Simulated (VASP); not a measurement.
# SnTe (F-43m) in VASP: notebook

SnTe is run at these levels: LDA; tasks: single point.

All numbers are computed with VASP 6.6.1; they aren't measurements. Logs are shortened: lines on timing, memory, paths and dates and some standing lists are left out, and cuts for length are marked.

## Step 1: The cell of the first run

It takes space group F-43m (No. 216, cubic). The conventional cell has a = 6.921 Å, b = 6.921 Å, c = 6.921 Å, α = 90.00°, β = 90.00°, γ = 90.00°. Sn (site symmetry -43m) has 4 Te at 3.00 Å within 3.9 Å. Within 3.9 Å of Te (site symmetry -43m) lie 4 Sn at 3.00 Å.

## Step 2: Single point, LDA

INCAR reads:

```
PREC     = Accurate       # precision mode
ENCUT    = 520            # plane-wave cutoff, eV
EDIFF    = 1E-6           # SCF threshold, eV
ISMEAR   = -1             # smearing method
SIGMA    = 0.05           # smearing width, eV
LREAL    = False          # projectors in reciprocal space
LASPH    = True           # aspherical terms in the spheres
NELM     = 100            # most SCF steps
ALGO     = Normal         # electronic algorithm
ISIF     = 2              # what is computed and relaxed
LWAVE    = False          # write WAVECAR
LCHARG   = True           # write CHGCAR
GGA      = CA             # functional
LELF     = True           # ELF
LVHAR    = True         
NBANDS   = 17             # bands
```

KPOINTS reads:

```
regular mesh
0
Gamma
  6 6 6
```

POSCAR reads:

```
SnTe
1.0
    0.0000000000      3.4605071634      3.4605071634
    3.4605071634      0.0000000000      3.4605071634
    3.4605071634      3.4605071634      0.0000000000
Sn Te
1 1
Direct
    0.0000000000      0.0000000000      0.0000000000
    0.7500000000      0.7500000000      0.7500000000
```

Potentials or basis: VASP PAW LDA potentials, release 64 (Sn_d, Te).

Run with:

```
cat potpaw_LDA.64/Sn_d/POTCAR potpaw_LDA.64/Te/POTCAR > POTCAR
mpirun -np 1 vasp_std > vasp.out
```

OUTCAR:

```text
PREC = Accurate
   ENCUT = 520
   EDIFF = 1E-6
   ISMEAR = -1
   LREAL = False
   LASPH = True
   NELM = 100
   ISIF = 2
   GGA = CA

 ion  position               nearest neighbor table
   1  0.000  0.000  0.000-   2 3.00   2 3.00   2 3.00   2 3.00
   2  0.750  0.750  0.750-   1 3.00   1 3.00   1 3.00   1 3.00

  LATTYP: Found a face centered cubic cell.
 ALAT       =     6.9210143268

  Lattice vectors:

 A1 = (   0.0000000000,   3.4605071634,   3.4605071634)
 A2 = (   3.4605071634,   0.0000000000,   3.4605071634)
 A3 = (   3.4605071634,   3.4605071634,   0.0000000000)

Analysis of symmetry for initial positions (statically):
=====================================================================
 Subroutine PRICEL returns:
 Original cell was already a primitive cell.

 Routine SETGRP: Setting up the symmetry group for a
 face centered cubic supercell.

 Subroutine GETGRP returns: Found 24 space group operations
 (whereof 24 operations were pure point group operations)
 out of a pool of 48 trial point group operations.

The static configuration has the point symmetry T_d .

Analysis of symmetry for dynamics (positions and initial velocities):
=====================================================================
 Subroutine PRICEL returns:
 Original cell was already a primitive cell.

 Routine SETGRP: Setting up the symmetry group for a
 face centered cubic supercell.

 Subroutine GETGRP returns: Found 24 space group operations
 (whereof 24 operations were pure point group operations)
 out of a pool of 48 trial point group operations.

The dynamic configuration has the point symmetry T_d .

 Subroutine INISYM returns: Found 24 space group operations
 (whereof 24 operations are pure point group operations),
 and found     1 'primitive' translations

----------------------------------------------------------------------------------------

                                     Primitive cell

  volume of cell :      82.8799

  direct lattice vectors                    reciprocal lattice vectors
     0.000000000  3.460507163  3.460507163    -0.144487492  0.144487492  0.144487492
     3.460507163  0.000000000  3.460507163     0.144487492 -0.144487492  0.144487492
     3.460507163  3.460507163  0.000000000     0.144487492  0.144487492 -0.144487492

  length of vectors
     4.893896163  4.893896163  4.893896163     0.250259677  0.250259677  0.250259677
[... 67 lines left out ...]
   LNONCOLLINEAR =      F non collinear calculations
   LSORBIT =      F    spin-orbit coupling
   LASPH  =      T    aspherical Exc in radial PAW
   ENCUT  =  520.0 eV  38.22 Ry    6.18 a.u.   9.10  9.10  9.10*2*pi/ulx,y,z
   NELM   =    100;   NELMIN=  2; NELMDL= -5     # of ELM steps
   EDIFF  = 0.1E-05   stopping-criterion for ELM
   LREAL  =      F    real-space projection
   EDIFFG = 0.1E-04   stopping-criterion for IOM
   NSW    =      0    number of steps for IOM
   IBRION =     -1    ionic relax: 0-MD 1-quasi-New 2-CG
   NFREE  =      0    steps in history (QN), initial steepest desc. (CG)
   ISIF   =      2    stress and relaxation
   ISYM   =      2    0-nonsym 1-usesym 2-fastsym
   POTIM  = 0.5000    time-step for ionic-motion
   TEBEG  =    0.0;   TEEND  =   0.0 temperature during run
   PSTRESS=    0.0 pullay stress
   NELECT =      20.0000    total number of electrons
   NUPDOWN=      -1.0000    fix difference up-down
   EMIN   =  10.00;   EMAX   =-10.00  energy-range for DOS
   EFERMI =   0.00;   METHOD = LEGACY
   ISMEAR =    -1;   SIGMA  =   0.05  broadening in eV -4-tet -1-fermi 0-gaus
   EFERMI_NEDOS =   21; number of points for ismear=-14 and -15
   IALGO  =     38    algorithm
   IMIX   =      4    mixing-type and parameters
     AMIX     =   0.40;   BMIX     =  1.00
     AMIX_MAG =   1.60;   BMIX_MAG =  1.00
  volume/ion in A,a.u.               =      41.44       279.65
  Fermi-wavevector in a.u.,A,eV,Ry     =   1.019221  1.926049 14.133891  1.038812
  Thomas-Fermi vector in A             =   2.152723
   LORBIT       =      0    0 simple, 1 ext, 2 COOP (PROOUT), +10 PAW based schemes
   GGA     = CA    functional components
   LHFCALC =     F    Hartree Fock is set to
   AEXX    =    0.0000 exact exchange contribution
   IVDW    =     0    specifies the selected vdW correction
   LEPSILON=     F    determine dielectric tensor
   LRPA    =     F    only Hartree local field effects (RPA)
 non-spin polarized calculation
  energy-cutoff  :      520.00
  volume of cell :       82.88
 maximum number of plane-waves:      2252
   NGX = 19   NGY = 19   NGZ = 19

 number of electron      19.9999992 magnetization

 Free energy of the ion-electron system (eV)
  ---------------------------------------------------
  ext. energy  EPLUGINS =         0.00000000
  ---------------------------------------------------
  free energy    TOTEN  =        -8.04208205 eV

  energy without entropy =       -8.03568373  energy(sigma->0) =       -8.03888289

 E-fermi :   4.0280     XC(G=0):  -8.3171

 val. band max:        4.0041480181   @ k =  -0.3333   0.5000   0.1667
 cond. band min:       4.0632769689   @ k =   0.3333   0.3333   0.0000
 fundamental gap:      0.0591289508
 Fermi energy:         4.0280187499

 k-point     1 :       0.0000    0.0000    0.0000
  band No.  band energies     occupation
      1     -17.6371      2.00000
      2     -17.6371      2.00000
      3     -17.6371      2.00000
      4     -17.6171      2.00000
      5     -17.6171      2.00000
      6      -8.1874      2.00000
[... 297 lines left out ...]
      4     -17.6181      2.00000
      5     -17.6161      2.00000
      6      -7.1724      2.00000
[... 9 lines left out ...]
     16      12.1386      0.00000
     17      12.1618      0.00000

------------------------ aborting loop because EDIFF is reached ----------------------------------------

  FORCE on cell =-STRESS in cart. coord.  units (eV):
  Direction    XX          YY          ZZ          XY          YZ          ZX
  --------------------------------------------------------------------------------------
  -------------------------------------------------------------------------------------
  Total        0.5840932      0.5840932      0.5840932     -0.0000000      0.0000000     -0.0000000
  in kB       11.2912878     11.2912878     11.2912878     -0.0000000      0.0000000     -0.0000000
  external PRESSURE =      11.2912878 kB  Pullay stress =       0.0000000 kB

 VOLUME and BASIS-vectors are now :
 -----------------------------------------------------------------------------
  energy-cutoff  :      520.00
  volume of cell :       82.88
      direct lattice vectors                 reciprocal lattice vectors
     0.000000000  3.460507163  3.460507163    -0.144487492  0.144487492  0.144487492
     3.460507163  0.000000000  3.460507163     0.144487492 -0.144487492  0.144487492
     3.460507163  3.460507163  0.000000000     0.144487492  0.144487492 -0.144487492

 POSITION                                       TOTAL-FORCE (eV/Angst)
 -----------------------------------------------------------------------------------
      0.00000      0.00000      0.00000         0.000000      0.000000      0.000000
      5.19076      5.19076      5.19076        -0.000000     -0.000000     -0.000000
 -----------------------------------------------------------------------------------
    total drift:                                0.000000      0.000000      0.000000

  FREE ENERGIE OF THE ION-ELECTRON SYSTEM (eV)
  ---------------------------------------------------
  free  energy   TOTEN  =        -8.0420820518 eV

  energy  without entropy=       -8.0356837256  energy(sigma->0) =       -8.03888289
```

OSZICAR:

```text
N       E                     dE             d eps       ncg     rms          rms(c)
DAV:   1     0.123371687434E+03    0.12337E+03   -0.92315E+03   544   0.123E+03
DAV:   2     0.375075258747E+01   -0.11962E+03   -0.11691E+03   560   0.301E+02
DAV:   3    -0.778221283048E+01   -0.11533E+02   -0.11458E+02   679   0.891E+01
DAV:   4    -0.814099112335E+01   -0.35878E+00   -0.35855E+00   673   0.166E+01
DAV:   5    -0.815618069728E+01   -0.15190E-01   -0.15189E-01   749   0.322E+00    0.604E+00
DAV:   6    -0.805446255884E+01    0.10172E+00   -0.21404E-01   691   0.233E+00    0.405E+00
DAV:   7    -0.804355905771E+01    0.10904E-01   -0.59558E-02   597   0.936E-01    0.102E+00
DAV:   8    -0.804206300432E+01    0.14961E-02   -0.78098E-03   655   0.547E-01    0.228E-01
DAV:   9    -0.804210028236E+01   -0.37278E-04   -0.11301E-03   636   0.229E-01    0.521E-02
DAV:  10    -0.804207393154E+01    0.26351E-04   -0.12684E-04   694   0.713E-02    0.254E-02
DAV:  11    -0.804208336932E+01   -0.94378E-05   -0.50083E-05   609   0.432E-02    0.266E-02
DAV:  12    -0.804208227482E+01    0.10945E-05   -0.35730E-06   606   0.119E-02    0.159E-02
DAV:  13    -0.804208205183E+01    0.22299E-06   -0.10254E-06   291   0.680E-03
   1 F= -.80420821E+01 E0= -.80388829E+01  d E =-.639833E-02
```

It took 18 s on 1 thread of Intel Xeon 8259CL, shared host; peak memory 0.18 GiB.

What came out:

```yaml
Free_energy: -8.0421 eV
Pressure: 1.1 GPa
Band_gap_on_the_k_mesh: zero (bands 10 and 11 overlap by 0.13 eV)
```

Caveat: semilocal functionals underestimate gaps, so a narrow gap can read as zero; spin-orbit coupling is left out, which moves the levels of the heavy elements.

## Step 3: Single point, LDA

This run uses another cell than the first one, of 43.32 Å³/atom.

INCAR reads:

```
SYSTEM = SnTe
  PREC = Accurate
  ENCUT = 520
  EDIFF = 1E-6
  ISMEAR = -1
  SIGMA = 0.05
  LREAL = .FALSE.
  LASPH = .TRUE.
  NELM = 80
  ALGO = Normal
  ISIF = 2
  LWAVE = .FALSE.
  LCHARG = .FALSE.
  NBANDS = 17
```

KPOINTS reads:

```
Automatic mesh
0
G
  6 6 6
  0 0 0
```

POSCAR reads:

```
SnTe
1.0
    0.0000000000      3.5121641398      3.5121641398
    3.5121641398      0.0000000000      3.5121641398
    3.5121641398      3.5121641398      0.0000000000
Sn Te
1 1
Direct
    0.0000000000      0.0000000000      0.0000000000
    0.7500000000      0.7500000000      0.7500000000
```

Potentials or basis: VASP PAW LDA potentials, release 64 (Sn_d, Te).

Run with:

```
cat potpaw_LDA.64/Sn_d/POTCAR potpaw_LDA.64/Te/POTCAR > POTCAR
mpirun -np 1 vasp_std > vasp.out
```

OUTCAR:

```text
SYSTEM = SnTe
   PREC = Accurate
   ENCUT = 520
   EDIFF = 1E-6
   ISMEAR = -1
   LREAL = .FALSE.
   LASPH = .TRUE.
   NELM = 80
   ISIF = 2

 ion  position               nearest neighbor table
   1  0.000  0.000  0.000-   2 3.04   2 3.04   2 3.04   2 3.04
   2  0.750  0.750  0.750-   1 3.04   1 3.04   1 3.04   1 3.04

  LATTYP: Found a face centered cubic cell.
 ALAT       =     7.0243282796

  Lattice vectors:

 A1 = (   0.0000000000,   3.5121641398,   3.5121641398)
 A2 = (   3.5121641398,   0.0000000000,   3.5121641398)
 A3 = (   3.5121641398,   3.5121641398,   0.0000000000)

Analysis of symmetry for initial positions (statically):
=====================================================================
 Subroutine PRICEL returns:
 Original cell was already a primitive cell.

 Routine SETGRP: Setting up the symmetry group for a
 face centered cubic supercell.

 Subroutine GETGRP returns: Found 24 space group operations
 (whereof 24 operations were pure point group operations)
 out of a pool of 48 trial point group operations.

The static configuration has the point symmetry T_d .

[... 148 lines left out ...]

  energy without entropy =       -8.04774632  energy(sigma->0) =       -8.05040017

 E-fermi :   3.6043     XC(G=0):  -8.1365

 val. band max:        3.5494368125   @ k =  -0.3333   0.5000   0.1667
 cond. band min:       3.6991530132   @ k =   0.3333   0.3333   0.0000
 fundamental gap:      0.1497162007
 Fermi energy:         3.6042763414

 k-point     1 :       0.0000    0.0000    0.0000
  band No.  band energies     occupation
      1     -18.0415      2.00000
      2     -18.0415      2.00000
      3     -18.0415      2.00000
      4     -18.0252      2.00000
      5     -18.0252      2.00000
      6      -8.3459      2.00000
[... 297 lines left out ...]
      4     -18.0261      2.00000
      5     -18.0245      2.00000
      6      -7.4264      2.00000
[... 9 lines left out ...]
     16      11.6382      0.00000
     17      11.6601      0.00000

------------------------ aborting loop because EDIFF is reached ----------------------------------------

  FORCE on cell =-STRESS in cart. coord.  units (eV):
  Direction    XX          YY          ZZ          XY          YZ          ZX
  --------------------------------------------------------------------------------------
  -------------------------------------------------------------------------------------
  Total       -0.1143915     -0.1143915     -0.1143915      0.0000000      0.0000000      0.0000000
  in kB       -2.1151925     -2.1151925     -2.1151925      0.0000000      0.0000000      0.0000000
  external PRESSURE =      -2.1151925 kB  Pullay stress =       0.0000000 kB

 VOLUME and BASIS-vectors are now :
 -----------------------------------------------------------------------------
  energy-cutoff  :      520.00
  volume of cell :       86.65
      direct lattice vectors                 reciprocal lattice vectors
     0.000000000  3.512164140  3.512164140    -0.142362367  0.142362367  0.142362367
     3.512164140  0.000000000  3.512164140     0.142362367 -0.142362367  0.142362367
     3.512164140  3.512164140  0.000000000     0.142362367  0.142362367 -0.142362367

 POSITION                                       TOTAL-FORCE (eV/Angst)
 -----------------------------------------------------------------------------------
      0.00000      0.00000      0.00000         0.000000      0.000000      0.000000
      5.26825      5.26825      5.26825        -0.000000     -0.000000     -0.000000
 -----------------------------------------------------------------------------------
    total drift:                                0.000000      0.000000      0.000000

  FREE ENERGIE OF THE ION-ELECTRON SYSTEM (eV)
  ---------------------------------------------------
  free  energy   TOTEN  =        -8.0530540190 eV

  energy  without entropy=       -8.0477463237  energy(sigma->0) =       -8.05040017
```

Run time: 22 s. Hardware: 1 thread of Intel Xeon 8259CL, shared host; peak memory 0.2 GiB.

What came out:

| Quantity | Value |
| --- | --- |
| Free energy | -8.0531 eV |
| Pressure | -0.2 GPa |
| Band gap on the k mesh | zero (bands 10 and 11 overlap by 0.01 eV) |

Caveat: semilocal functionals underestimate gaps, so a narrow gap can read as zero; spin-orbit coupling is left out, which moves the levels of the heavy elements.

## Step 4: Single point, LDA

This run uses another cell than the first one, of 45.21 Å³/atom.

INCAR reads:

```
SYSTEM = SnTe
PREC = Accurate
ENCUT = 520
EDIFF = 1E-7
ISMEAR = -1
SIGMA = 0.05
LREAL = .FALSE.
LASPH = .TRUE.
NELM = 80
ALGO = Normal
ISIF = 2
LWAVE = .FALSE.
LCHARG = .FALSE.
GGA = CA
NBANDS = 17
```

KPOINTS is that of step 3.

POSCAR reads:

```
SnTe
1.0
    0.0000000000      3.5623446929      3.5623446929
    3.5623446929      0.0000000000      3.5623446929
    3.5623446929      3.5623446929      0.0000000000
Sn Te
1 1
Direct
    0.0000000000      0.0000000000      0.0000000000
    0.7500000000      0.7500000000      0.7500000000
```

Run with:

```
cat potpaw_LDA.64/Sn_d/POTCAR potpaw_LDA.64/Te/POTCAR > POTCAR
mpirun -np 1 vasp_std > vasp.out
```

Wall time 25 s (1 thread of Intel Xeon 8259CL, shared host); peak memory 0.2 GiB.

It converged, with:

```
Free energy            : -8.0357 eV
Pressure               : -1.3 GPa
Band gap on the k mesh : 0.10 eV (least direct gap 0.68 eV)
```

Levels at points of the mesh, in eV from the valence-band top:
```csv
k point,band 8,band 9,band 10,band 11,band 12,band 13
"(0.00, 0.00, 0.00)",-1.85,-1.85,-1.85,1.10,1.10,1.10
"(0.50, 0.00, 0.00)",-2.42,-2.42,-2.00,1.92,1.92,3.62
"(0.50, 0.50, 0.00)",-3.12,-3.12,-0.58,0.10,4.13,4.13
```

Caveat: spin-orbit coupling is left out, which moves the levels of the heavy elements. A k mesh can miss the band edges.

(Part 1 of 2 ends here.)
